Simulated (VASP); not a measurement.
Set up this calculation in VASP 6.6.1, as the native input.

```
Task                               : single point
Functional                         : HSE06
Potentials or basis                : VASP PAW PBE potentials, release 64 (K_sv, Ta_sv_GW, O)
Cutoff                             : 520 eV
k mesh                             : 4 × 4 × 4
Occupations                        : gaussian, width 0.01 eV
Spin                               : no spin polarisation
Dipole correction                  : no
Grid for exact exchange (PRECFOCK) : Normal
Further INCAR settings             : ALGO = Normal; EDIFF = 1e-06; NBANDS = 28
Share of exact exchange            : 0.25
Screening parameter                : 0.2079 1/Å
```

KTaO3:

```
CELL_PARAMETERS angstrom
3.87043 0.00000 0.00000
0.00000 3.87043 0.00000
0.00000 0.00000 4.03666
ATOMIC_POSITIONS crystal
K 0.00000 0.00000 0.00000
Ta 0.50000 0.50000 0.50000
O 0.50000 0.50000 0.00000
O 0.50000 0.00000 0.50000
O 0.00000 0.50000 0.50000
```

This cell differs from its parent crystal: epitaxial xy strain -3.0%.

One way to write it, as run:

POSCAR

```
KTaO3
1.0
    3.8704271699      0.0000000000      0.0000000000
    0.0000000000      3.8704271699      0.0000000000
    0.0000000000      0.0000000000      4.0366595077
K Ta O
1 1 3
Direct
    0.0000000000      0.0000000000      0.0000000000
    0.5000000000      0.5000000000      0.5000000000
    0.5000000000      0.5000000000      0.0000000000
    0.5000000000      0.0000000000      0.5000000000
    0.0000000000      0.5000000000      0.5000000000
```

INCAR.step1

```
SYSTEM = KTaO3
PREC     = Accurate       ! precision mode
ENCUT    = 520            ! plane-wave cutoff, eV
EDIFF    = 1E-5           ! SCF threshold, eV
ISMEAR   = 0              ! smearing method
SIGMA    = 0.01           ! smearing width, eV
LREAL    = .False.        ! projectors in reciprocal space
LASPH    = .True.         ! aspherical terms in the spheres
NELM     = 120            ! most SCF steps
ALGO     = Normal         ! electronic algorithm
ISIF     = 2              ! what is computed and relaxed
LWAVE    = .True.         ! write WAVECAR
LCHARG   = .False.        ! write CHGCAR
NBANDS   = 28             ! bands
GGA      = PE             ! functional
GGA_COMPAT= .False.
```

INCAR.step2

```
SYSTEM = KTaO3
PREC     = Accurate       ! precision mode
ENCUT    = 520            ! plane-wave cutoff, eV
EDIFF    = 1E-6           ! SCF threshold, eV
ISMEAR   = 0              ! smearing method
SIGMA    = 0.01           ! smearing width, eV
LREAL    = .False.        ! projectors in reciprocal space
LASPH    = .True.         ! aspherical terms in the spheres
NELM     = 120            ! most SCF steps
ALGO     = Normal         ! electronic algorithm
ISIF     = 2              ! what is computed and relaxed
LWAVE    = .False.        ! write WAVECAR
LCHARG   = .False.        ! write CHGCAR
GGA      = PE             ! functional
LHFCALC  = .True.         ! exact exchange
HFSCREEN = 0.2079         ! screening, 1/A
PRECFOCK = Normal       
NBANDS   = 28             ! bands
ISTART   = 1            
GGA_COMPAT= .False.
```

KPOINTS

```
Automatic mesh
0
Gamma
  4 4 4
  0 0 0
```

Potentials or basis: VASP PAW PBE potentials, release 64 (K_sv, Ta_sv_GW, O).

Launch:

```console
$ cat potpaw_PBE.64/K_sv/POTCAR potpaw_PBE.64/Ta_sv_GW/POTCAR potpaw_PBE.64/O/POTCAR > POTCAR
$ cp INCAR.step1 INCAR
$ mpirun -np 1 vasp_std > vasp.out
$ cp INCAR.step2 INCAR
$ mpirun -np 1 vasp_std > vasp.out
```

Results of the run:

The pressure is 11.1 GPa. The band gap on the k mesh is 3.61 eV (least direct gap 4.24 eV).

Caveat: the cell differs from its parent crystal (epitaxial xy strain -3.0%); the stress differs along the axes, from -1 to 17 GPa; the PAW data sets were made with another functional, which shifts forces and pressure a little; spin-orbit coupling is left out, which moves the levels of the heavy elements.

It took 76 min on 1 thread of Intel(R) Xeon(R) Platinum 8488C (Sapphire Rapids), on a shared host, peak memory 0.32 GiB.
